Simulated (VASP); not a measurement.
Runs of VASP 6.6.1 on PbSe. The structure is that of space group Fm-3m (No. 225), or close to it. The cells are those of the table. 

```tsv
task	cell	gap on the mesh (eV)	pressure (GPa)
electric field gradients	a = 4.374 Å, angles 58.7°, 2 atoms	0.66	-0.6
single point	a = 4.374 Å, angles 58.7°, 2 atoms	0.66	-0.6
single point	a = 4.288 Å, angles 61.3°, 2 atoms	(a)	-0.6
single point	a = 4.352 Å, angles 59.3°, 2 atoms	0.74	-0.6
electric field gradients	a = 4.309 Å, angles 60.7°, 2 atoms	0.73	-0.6
```

Alike in all rows: level PBEsol; potentials or basis VASP PAW PBE potentials, release 64 (Pb_d, Se); no spin polarisation; k mesh 7 × 7 × 7; cutoff (eV) 520; smearing fermi-dirac 0.02 eV.

Question: Estimate the missing entries.

Answer: (a) 0.64.

Caveats: the PAW data sets were made with another functional, which shifts forces and pressure a little; spin-orbit coupling is left out, which moves the levels of the heavy elements; an odd mesh through Γ misses points on the zone boundary, where band edges can lie.

A k mesh can miss the band edges, and the runs leave out spin-orbit coupling on Pb, Se.
